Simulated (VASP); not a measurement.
# Nb (Fm-3m) in VASP: settings compared

Nb is run at these levels: PBE, PBEsol-based screened hybrid with 25 % exact exchange, PBE-based screened hybrid with 25 % exact exchange; tasks: single point.

All numbers are computed with VASP 6.6.1; they aren't measurements. Logs are shortened: lines on timing, memory, paths and dates and some standing lists are left out, and cuts for length are marked.

## Step 1: The cell of the first run

Symmetry: Fm-3m, No. 225, cubic system. Conventional cell: a = 4.230 Å, b = 4.230 Å, c = 4.230 Å, α = 90.00°, β = 90.00°, γ = 90.00°. Nb (site symmetry m-3m) has 12 Nb at 2.99 Å within 3.9 Å.

This isn't the form of Nb at room conditions, which is bcc.

## Step 2: Single point, PBE, non-collinear spin, zero start, spin-orbit coupling

INCAR

```
SYSTEM = Nb
PREC = Accurate
ENCUT = 520
EDIFF = 1E-7
ISMEAR = -1
SIGMA = 0.05
LREAL = .FALSE.
LASPH = .TRUE.
NELM = 150
ALGO = Normal
ISIF = 2
LWAVE = .FALSE.
LCHARG = .FALSE.
LNONCOLLINEAR = .TRUE.
MAGMOM = 0 0 0
LORBIT = 11
LSORBIT = .TRUE.
GGA_COMPAT = .FALSE.
LORBMOM = .TRUE.
LMAXMIX = 4
GGA = PE
NBANDS = 24
```

KPOINTS

```
regular mesh
0
G
  9 9 9
  0 0 0
```

POSCAR

```
Nb
1.0
    0.0000000000      2.1150000000      2.1150000000
    2.1150000000      0.0000000000      2.1150000000
    2.1150000000      2.1150000000      0.0000000000
Nb
1
Direct
    0.0000000000      0.0000000000      0.0000000000
```

Potentials or basis: VASP PAW PBE potentials, release 64 (Nb_sv).

The run is started by

```bash
> cat potpaw_PBE.64/Nb_sv/POTCAR > POTCAR
> mpirun -np 1 vasp_ncl > vasp.out
```

OUTCAR:

```text
SYSTEM = Nb
   PREC = Accurate
   ENCUT = 520
   EDIFF = 1E-7
   ISMEAR = -1
   LREAL = .FALSE.
   LASPH = .TRUE.
   NELM = 150
   ISIF = 2
   LNONCOLLINEAR = .TRUE.
   LORBIT = 11
   LSORBIT = .TRUE.
   GGA = PE

 ion  position               nearest neighbor table
   1  0.000  0.000  0.000-

  LATTYP: Found a face centered cubic cell.
 ALAT       =     4.2300000000

  Lattice vectors:

 A1 = (   0.0000000000,   2.1150000000,   2.1150000000)
 A2 = (   2.1150000000,   0.0000000000,   2.1150000000)
 A3 = (   2.1150000000,   2.1150000000,   0.0000000000)

Analysis of symmetry for initial positions (statically):
=====================================================================
 Subroutine PRICEL returns:
 Original cell was already a primitive cell.

 Routine SETGRP: Setting up the symmetry group for a
 face centered cubic supercell.

 Subroutine GETGRP returns: Found 48 space group operations
 (whereof 48 operations were pure point group operations)
 out of a pool of 48 trial point group operations.

The static configuration has the point symmetry O_h .

Analysis of symmetry for dynamics (positions and initial velocities):
=====================================================================
 Subroutine PRICEL returns:
 Original cell was already a primitive cell.

 Routine SETGRP: Setting up the symmetry group for a
 face centered cubic supercell.

 Subroutine GETGRP returns: Found 48 space group operations
 (whereof 48 operations were pure point group operations)
 out of a pool of 48 trial point group operations.

The dynamic configuration has the point symmetry O_h .

Analysis of structural, dynamic, and magnetic symmetry:
=====================================================================
 Subroutine PRICEL returns:
 Original cell was already a primitive cell.

 Routine SETGRP: Setting up the symmetry group for a
 face centered cubic supercell.

 Subroutine GETGRP returns: Found 48 space group operations
 (whereof 48 operations were pure point group operations)
 out of a pool of 48 trial point group operations.

The overall configuration has the point symmetry O_h .

 Subroutine INISYM returns: Found 48 space group operations
 (whereof 48 operations are pure point group operations),
 and found     1 'primitive' translations

----------------------------------------------------------------------------------------

                                     Primitive cell

  volume of cell :      18.9217

  direct lattice vectors                    reciprocal lattice vectors
     0.000000000  2.115000000  2.115000000    -0.236406619  0.236406619  0.236406619
     2.115000000  0.000000000  2.115000000     0.236406619 -0.236406619  0.236406619
     2.115000000  2.115000000  0.000000000     0.236406619  0.236406619 -0.236406619

  length of vectors
     2.991061684  2.991061684  2.991061684     0.409468276  0.409468276  0.409468276

  position of ions in fractional coordinates (direct lattice)
     0.000000000  0.000000000  0.000000000

  ion indices of the primitive-cell ions
   primitive index   ion index
                 1           1

----------------------------------------------------------------------------------------

 KPOINTS: regular mesh

Automatic generation of k-mesh.
 Grid dimensions read from file:
 generate k-points for:    9    9    9

 Generating k-lattice:

  Cartesian coordinates                     Fractional coordinates (reciprocal lattice)
    -0.026267402  0.026267402  0.026267402     0.111111111  0.000000000  0.000000000
     0.026267402 -0.026267402  0.026267402     0.000000000  0.111111111  0.000000000
     0.026267402  0.026267402 -0.026267402     0.000000000  0.000000000  0.111111111

  Length of vectors
     0.045496475  0.045496475  0.045496475

  Shift w.r.t. Gamma in fractional coordinates (k-lattice)
     0.000000000  0.000000000  0.000000000

 Subroutine IBZKPT returns following result:
 ===========================================
[... 47 lines left out ...]
   NELM   =    150;   NELMIN=  2; NELMDL= -5     # of ELM steps
   EDIFF  = 0.1E-06   stopping-criterion for ELM
   LREAL  =      F    real-space projection
   EDIFFG = 0.1E-05   stopping-criterion for IOM
   NSW    =      0    number of steps for IOM
   IBRION =     -1    ionic relax: 0-MD 1-quasi-New 2-CG
   NFREE  =      0    steps in history (QN), initial steepest desc. (CG)
   ISIF   =      2    stress and relaxation
   ISYM   =      2    0-nonsym 1-usesym 2-fastsym
   POTIM  = 0.5000    time-step for ionic-motion
   TEBEG  =    0.0;   TEEND  =   0.0 temperature during run
   PSTRESS=    0.0 pullay stress
   NELECT =      13.0000    total number of electrons
   NUPDOWN=      -1.0000    fix difference up-down
   EMIN   =  10.00;   EMAX   =-10.00  energy-range for DOS
   EFERMI =   0.00;   METHOD = LEGACY
   ISMEAR =    -1;   SIGMA  =   0.05  broadening in eV -4-tet -1-fermi 0-gaus
   EFERMI_NEDOS =   21; number of points for ismear=-14 and -15
   IALGO  =     38    algorithm
   IMIX   =      4    mixing-type and parameters
     AMIX     =   0.40;   BMIX     =  1.00
     AMIX_MAG =   1.60;   BMIX_MAG =  1.00
  volume/ion in A,a.u.               =      18.92       127.69
  Fermi-wavevector in a.u.,A,eV,Ry     =   1.444560  2.729823 28.392005  2.086754
  Thomas-Fermi vector in A             =   2.562841
   LORBIT       =     11    0 simple, 1 ext, 2 COOP (PROOUT), +10 PAW based schemes
   GGA     = PE    functional components
   LHFCALC =     F    Hartree Fock is set to
   AEXX    =    0.0000 exact exchange contribution
   IVDW    =     0    specifies the selected vdW correction
   LEPSILON=     F    determine dielectric tensor
   LRPA    =     F    only Hartree local field effects (RPA)
  energy-cutoff  :      520.00
  volume of cell :       18.92
 maximum number of plane-waves:      1062
 NGX is ok and might be reduce to    24
   NGX = 11   NGY = 11   NGZ = 11

 number of electron      13.0000000 magnetization       0.0000000      0.0000000      0.0000000

 number of electron      13.0000001 magnetization      -0.0000000      0.0000000      0.0000000

 number of electron      13.0000001 magnetization       0.0000000     -0.0000000     -0.0000000

 Free energy of the ion-electron system (eV)
  ---------------------------------------------------
  ext. energy  EPLUGINS =         0.00000000
  ---------------------------------------------------
  free energy    TOTEN  =        -9.98188679 eV

  energy without entropy =       -9.96845086  energy(sigma->0) =       -9.97516882

 E-fermi :  10.8243     XC(G=0): -12.2540

 val. band max:       10.8170569873   @ k =   0.4444   0.3333   0.1111
 cond. band min:      10.8688852062   @ k =   0.4444   0.0000   0.0000
 fundamental gap:      0.0518282189
 Fermi energy:        10.8242858943

 k-point     1 :       0.0000    0.0000    0.0000
  band No.  band energies     occupation
      1     -43.9772      1.00000
      2     -43.9772      1.00000
      3     -20.8131      1.00000
      4     -20.8131      1.00000
      5     -18.6777      1.00000
      6     -18.6777      1.00000
[... 637 lines left out ...]
     23      22.6769      0.00000
     24      22.6769      0.00000

 [... further k-points ...]

------------------------ aborting loop because EDIFF is reached ----------------------------------------

  FORCE on cell =-STRESS in cart. coord.  units (eV):
  Direction    XX          YY          ZZ          XY          YZ          ZX
  --------------------------------------------------------------------------------------
  -------------------------------------------------------------------------------------
  Total       -0.0714352     -0.0714352     -0.0714352      0.0000000     -0.0000000      0.0000000
  in kB       -6.0486948     -6.0486948     -6.0486948      0.0000000     -0.0000000      0.0000000
  external PRESSURE =      -6.0486948 kB  Pullay stress =       0.0000000 kB

 VOLUME and BASIS-vectors are now :
 -----------------------------------------------------------------------------
  energy-cutoff  :      520.00
  volume of cell :       18.92
      direct lattice vectors                 reciprocal lattice vectors
     0.000000000  2.115000000  2.115000000    -0.236406619  0.236406619  0.236406619
     2.115000000  0.000000000  2.115000000     0.236406619 -0.236406619  0.236406619
     2.115000000  2.115000000  0.000000000     0.236406619  0.236406619 -0.236406619

 POSITION                                       TOTAL-FORCE (eV/Angst)
 -----------------------------------------------------------------------------------
      0.00000      0.00000      0.00000         0.000000      0.000000      0.000000
 -----------------------------------------------------------------------------------
    total drift:                               -0.000000      0.000000     -0.000000

  FREE ENERGIE OF THE ION-ELECTRON SYSTEM (eV)
  ---------------------------------------------------
  free  energy   TOTEN  =        -9.9818867857 eV

  energy  without entropy=       -9.9684508552  energy(sigma->0) =       -9.97516882

 orbital moment (x)

 # of ion     p       d       tot
 ----------------------------------------
  1         0.000  -0.000  -0.000
 ----------------------------------------
            0.000  -0.000  -0.000

 orbital moment (y)

 # of ion     p       d       tot
 ----------------------------------------
  1         0.000   0.000   0.000
 ----------------------------------------
            0.000   0.000   0.000

 orbital moment (z)

 # of ion     p       d       tot
 ----------------------------------------
  1         0.000   0.000   0.000
 ----------------------------------------
            0.000   0.000   0.000

 Spin-Orbit-Coupling matrix elements

 Ion:    1  E_soc:     -0.1780073
 l=   1
     0.0000000    -0.0268162    -0.0268162
    -0.0268162     0.0000000    -0.0268162
    -0.0268162    -0.0268162     0.0000000
 l=   2
     0.0000000    -0.0007146     0.0000000    -0.0007146    -0.0021371
    -0.0007146     0.0000000    -0.0016028    -0.0007146    -0.0005343
     0.0000000    -0.0016028     0.0000000    -0.0016028     0.0000000
    -0.0007146    -0.0007146    -0.0016028     0.0000000    -0.0005343
    -0.0021371    -0.0005343     0.0000000    -0.0005343     0.0000000
 l=   3
     0.0000000     0.0000000     0.0000000     0.0000000     0.0000000     0.0000000     0.0000000
     0.0000000     0.0000000     0.0000000     0.0000000     0.0000000     0.0000000     0.0000000
     0.0000000     0.0000000     0.0000000     0.0000000     0.0000000     0.0000000     0.0000000
     0.0000000     0.0000000     0.0000000     0.0000000     0.0000000     0.0000000     0.0000000
     0.0000000     0.0000000     0.0000000     0.0000000     0.0000000     0.0000000     0.0000000
     0.0000000     0.0000000     0.0000000     0.0000000     0.0000000     0.0000000     0.0000000
     0.0000000     0.0000000     0.0000000     0.0000000     0.0000000     0.0000000     0.0000000

 total charge

# of ion       s       p       d       tot
------------------------------------------
    1        2.224   6.009   2.390  10.623

 magnetization (x)

# of ion       s       p       d       tot
------------------------------------------
    1       -0.000   0.000  -0.000  -0.000

 magnetization (y)

# of ion       s       p       d       tot
------------------------------------------
    1       -0.000   0.000  -0.000  -0.000

 magnetization (z)

# of ion       s       p       d       tot
------------------------------------------
    1        0.000   0.000   0.000   0.000
```

Wall time 49 s (1 thread of AMD EPYC 7R13 (Zen 3), shared host); peak memory 0.17 GiB.

Results:

```
Free energy                                           : -9.9819 eV
Pressure                                              : -0.6 GPa
Net moment                                            : 0.00 μB per cell
Valence electrons inside the program's atomic spheres : Nb 10.62
```

Moments on the atoms (μB; x, y, z):
```
Nb  0.00 0.00 0.00
```

## Step 3: Single point, PBE, non-collinear spin, zero start, spin-orbit coupling

INCAR

```
ALGO = Normal
EDIFF = 1E-6
ENCUT = 520
GGA = PE
GGA_COMPAT = False
ISIF = 2
ISMEAR = -1
LASPH = True
LCHARG = False
LMAXMIX = 4
LORBIT = 11
LORBMOM = True
LREAL = False
LSORBIT = True
LWAVE = False
MAGMOM = 0 0 0
NBANDS = 24
NELM = 150
PREC = Accurate
SIGMA = 0.05
```

KPOINTS

```
k-points
0
Gamma
  9 9 9
```

POSCAR is that of step 2.

Potentials or basis: VASP PAW PBE potentials, release 64 (Nb_sv).

The run is started by

```bash
> cat potpaw_PBE.64/Nb_sv/POTCAR > POTCAR
> mpirun -np 1 vasp_ncl > vasp.out
```

OUTCAR:

```text
EDIFF = 1E-6
   ENCUT = 520
   GGA = PE
   ISIF = 2
   ISMEAR = -1
   LASPH = True
   LORBIT = 11
   LREAL = False
   LSORBIT = True
   NELM = 150
   PREC = Accurate

 ion  position               nearest neighbor table
   1  0.000  0.000  0.000-

  LATTYP: Found a face centered cubic cell.
 ALAT       =     4.2300000000

  Lattice vectors:

 A1 = (   0.0000000000,   2.1150000000,   2.1150000000)
 A2 = (   2.1150000000,   0.0000000000,   2.1150000000)
 A3 = (   2.1150000000,   2.1150000000,   0.0000000000)

Analysis of symmetry for initial positions (statically):
=====================================================================
 Subroutine PRICEL returns:
 Original cell was already a primitive cell.

 Routine SETGRP: Setting up the symmetry group for a
 face centered cubic supercell.

 Subroutine GETGRP returns: Found 48 space group operations
 (whereof 48 operations were pure point group operations)
 out of a pool of 48 trial point group operations.

The static configuration has the point symmetry O_h .

Analysis of symmetry for dynamics (positions and initial velocities):
=====================================================================
 Subroutine PRICEL returns:
 Original cell was already a primitive cell.

 Routine SETGRP: Setting up the symmetry group for a
 face centered cubic supercell.

 Subroutine GETGRP returns: Found 48 space group operations
 (whereof 48 operations were pure point group operations)
 out of a pool of 48 trial point group operations.

The dynamic configuration has the point symmetry O_h .

Analysis of structural, dynamic, and magnetic symmetry:
=====================================================================
 Subroutine PRICEL returns:
 Original cell was already a primitive cell.

[... 819 lines left out ...]
  Total       -0.0721600     -0.0721600     -0.0721600      0.0000000      0.0000000     -0.0000000
  in kB       -6.1100679     -6.1100679     -6.1100679      0.0000000      0.0000000     -0.0000000
  external PRESSURE =      -6.1100679 kB  Pullay stress =       0.0000000 kB

 VOLUME and BASIS-vectors are now :
 -----------------------------------------------------------------------------
  energy-cutoff  :      520.00
  volume of cell :       18.92
      direct lattice vectors                 reciprocal lattice vectors
     0.000000000  2.115000000  2.115000000    -0.236406619  0.236406619  0.236406619
     2.115000000  0.000000000  2.115000000     0.236406619 -0.236406619  0.236406619
     2.115000000  2.115000000  0.000000000     0.236406619  0.236406619 -0.236406619

 POSITION                                       TOTAL-FORCE (eV/Angst)
 -----------------------------------------------------------------------------------
      0.00000      0.00000      0.00000         0.000000      0.000000      0.000000
 -----------------------------------------------------------------------------------
    total drift:                                0.000000     -0.000000     -0.000000

  FREE ENERGIE OF THE ION-ELECTRON SYSTEM (eV)
  ---------------------------------------------------
  free  energy   TOTEN  =        -9.9818871346 eV

  energy  without entropy=       -9.9684523756  energy(sigma->0) =       -9.97516976

 orbital moment (x)

 # of ion     p       d       tot
 ----------------------------------------
  1         0.000   0.000   0.000
 ----------------------------------------
            0.000   0.000   0.000

 orbital moment (y)

 # of ion     p       d       tot
 ----------------------------------------
  1         0.000  -0.000  -0.000
 ----------------------------------------
            0.000  -0.000  -0.000

 orbital moment (z)

 # of ion     p       d       tot
 ----------------------------------------
  1         0.000   0.000   0.000
 ----------------------------------------
            0.000   0.000   0.000

 Spin-Orbit-Coupling matrix elements

 Ion:    1  E_soc:     -0.1780070
 l=   1
     0.0000000    -0.0268164    -0.0268164
    -0.0268164     0.0000000    -0.0268164
    -0.0268164    -0.0268164     0.0000000
 l=   2
     0.0000000    -0.0007145     0.0000000    -0.0007145    -0.0021369
    -0.0007145     0.0000000    -0.0016027    -0.0007145    -0.0005342
     0.0000000    -0.0016027     0.0000000    -0.0016027     0.0000000
    -0.0007145    -0.0007145    -0.0016027     0.0000000    -0.0005342
    -0.0021369    -0.0005342     0.0000000    -0.0005342     0.0000000
 l=   3
     0.0000000     0.0000000     0.0000000     0.0000000     0.0000000     0.0000000     0.0000000
     0.0000000     0.0000000     0.0000000     0.0000000     0.0000000     0.0000000     0.0000000
     0.0000000     0.0000000     0.0000000     0.0000000     0.0000000     0.0000000     0.0000000
     0.0000000     0.0000000     0.0000000     0.0000000     0.0000000     0.0000000     0.0000000
     0.0000000     0.0000000     0.0000000     0.0000000     0.0000000     0.0000000     0.0000000
     0.0000000     0.0000000     0.0000000     0.0000000     0.0000000     0.0000000     0.0000000
     0.0000000     0.0000000     0.0000000     0.0000000     0.0000000     0.0000000     0.0000000

 total charge

# of ion       s       p       d       tot
------------------------------------------
    1        2.224   6.009   2.390  10.623

 magnetization (x)

# of ion       s       p       d       tot
------------------------------------------
    1        0.000   0.000   0.000   0.000

 magnetization (y)

# of ion       s       p       d       tot
------------------------------------------
    1        0.000   0.000   0.000   0.000

 magnetization (z)

# of ion       s       p       d       tot
------------------------------------------
    1       -0.000  -0.000  -0.000  -0.000
```

Wall time 40 s (1 thread of AMD EPYC 7R13 (Zen 3), shared host); peak memory 0.17 GiB.

What came out:

```
Free energy                                           : -9.9819 eV
Pressure                                              : -0.6 GPa
Net moment                                            : 0.00 μB per cell
Valence electrons inside the program's atomic spheres : Nb 10.62
```

Moments on the atoms (μB; x, y, z):
```
Nb  0.00 0.00 0.00
```

[end of part 1 of 2]
